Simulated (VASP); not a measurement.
## TiC: single point with PBE

The system is TiC.

```
CELL_PARAMETERS angstrom
0.02023 2.16400 2.16400
2.16400 0.02023 2.16400
2.18423 2.18423 0.00000
ATOMIC_POSITIONS crystal
Ti 0.00000 0.00000 0.00000
C 0.50000 0.50000 0.50000
```

This cell differs from its parent crystal: strain +0.0187 x Voigt [0, 0, 0, 0, 0, 1].

| Quantity | Value |
| --- | --- |
| Program | VASP 6.6.1 |
| Task | single point |
| Functional | PBE |
| Potentials or basis | VASP PAW PBE potentials, release 64 (Ti_sv, C) |
| Cutoff | 520 eV |
| k mesh | 18 × 18 × 18 |
| Occupations | gaussian, width 0.15 eV |
| Spin | no spin polarisation |

```
Pressure               : 1.1 GPa
Band gap on the k mesh : zero (band 8 reaches 10.22 eV, above the bottom of band 9 at 9.04 eV)
```

Stress tensor (GPa, compression positive):
```
 1.12 -3.13  0.00
-3.13  1.12  0.00
 0.00  0.00  1.11
```

Levels at points of the mesh, in eV from the Fermi level:
```
           k point  band 6  band 7  band 8  band 9  band 10  band 11
(0.00, 0.00, 0.00)    0.60    0.68    0.77    1.59     1.67     1.71
(0.50, 0.00, 0.00)   -5.85   -3.03   -2.90    2.89     2.98     4.15
(0.50, 0.50, 0.00)   -3.44   -1.63   -0.17    0.09     2.71     3.51
(0.00, 0.00, 0.50)   -5.86   -2.92   -2.79    2.84     2.94     4.07
(0.50, 0.00, 0.50)   -3.44   -1.63   -0.04   -0.04     2.70     3.52
```

Wall time 100 s on 1 thread of Intel(R) Xeon(R) 6975P-C (Granite Rapids), with other jobs on the host, peak memory 0.37 GiB.

Caveat: the cell differs from its parent crystal (strain +0.0187 x Voigt [0, 0, 0, 0, 0, 1]).
